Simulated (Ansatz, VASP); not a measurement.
# One calculation of Ti3AlB3, two programs

```xyz
7
Lattice="4.4760 0.0000 0.0000 0.0000 4.4760 0.0000 0.0000 0.0000 4.4700" Properties=species:S:1:pos:R:3 pbc="T T T"
Ti    2.2380    0.0000   -0.1504
Ti    0.0000    2.2380   -0.1504
Ti    2.2380    2.2380    2.0967
Al    0.0000    0.0000    2.0557
B     0.0000    0.0000    4.2955
B     2.2380    0.0000    2.0790
B     0.0000    2.2380    2.0790
```

Alike in both runs: functional PBE; k mesh 4 × 4 × 3; occupations gaussian, width 0.2 eV; no spin polarisation.

Ansatz relaxed the structure, and its values are those at the end. VASP's run is a single point on that final structure, the one shown.

|  | VASP | Ansatz |
| --- | --- | --- |
| version | VASP 6.6.1 | Ansatz 0.2.0 |
| potentials or method | VASP PAW PBE potentials, release 64 (Ti_sv, Al, B), cutoff 500 eV | scalar-relativistic, plane waves, PAW |
| valence electrons in the cell | 48 | 48 |

```tsv
	VASP	Ansatz	Ansatz less VASP
gap on the k mesh at the Fermi level (eV)	none	none	-
pressure (GPa)	0.4	0.4	+0.06
rms of the force components (eV/Å)	0.029	0.029	0.0000
```

A gap of «none» marks a metal or a gap that the smearing closes. The functional is the same, so the differences come from potentials, cutoffs and numerics.

The k mesh is coarse, so the values compare programs but aren't converged.
